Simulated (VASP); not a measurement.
Set up this calculation in VASP 6.6.1, as the native input.

```yaml
Task: single point
Functional: PBEsol
Potentials_or_basis: VASP PAW PBE potentials, release 64 (In_d)
Cutoff: 520 eV
k_mesh: 10 × 10 × 10
Occupations: gaussian, width 0.1 eV
Spin: no spin polarisation
Dipole_correction: no
Further_INCAR_settings: ALGO = Fast; EDIFF = 1e-07; NBANDS = 34
```

The structure of In lies in POSCAR:

```
In
1.0
    2.5558213644     -4.3381323551      0.0000000000
    2.5558213644      4.3381323551      0.0000000000
    0.0000000000      0.0000000000      5.0979505065
In
4
Direct
    0.1565587116      0.8434412884      0.0820913542
    0.6565587116      0.3434412884      0.4179086458
    0.8434412884      0.1565587116      0.9179086458
    0.3434412884      0.6565587116      0.5820913542
```

These files were run (other wordings do the same):

INCAR

```
PREC     = Accurate       # precision mode
ENCUT    = 520            # plane-wave cutoff, eV
EDIFF    = 1E-7           # SCF threshold, eV
ISMEAR   = 0              # smearing method
SIGMA    = 0.1            # smearing width, eV
LREAL    = False          # projectors in reciprocal space
LASPH    = True           # aspherical terms in the spheres
NELM     = 100            # most SCF steps
ALGO     = Fast           # electronic algorithm
ISIF     = 2              # what is computed and relaxed
LWAVE    = False          # write WAVECAR
LCHARG   = True           # write CHGCAR
GGA      = PS             # functional
LELF     = True           # ELF
LVHAR    = True         
NBANDS   = 34             # bands
```

KPOINTS

```
Automatic mesh
0
Gamma
  10 10 10
```

Potentials or basis: VASP PAW PBE potentials, release 64 (In_d).

The run is started by

```console
$ cat potpaw_PBE.64/In_d/POTCAR > POTCAR
$ mpirun -np 1 vasp_std > vasp.out
```

Results of the run:

```yaml
Pressure: 0.0 GPa
Band_gap_on_the_k_mesh: zero (band 26 reaches 6.73 eV, above the bottom of band 27 at 5.60 eV)
```

Caveat: the PAW data sets were made with another functional, which shifts forces and pressure a little; spin-orbit coupling is left out, which moves the levels of the heavy elements.

Run time: 15 min on 1 thread of AMD EPYC 9R45 96-Core Processor (Zen 5), with other jobs on the host, peak memory 0.57 GiB.
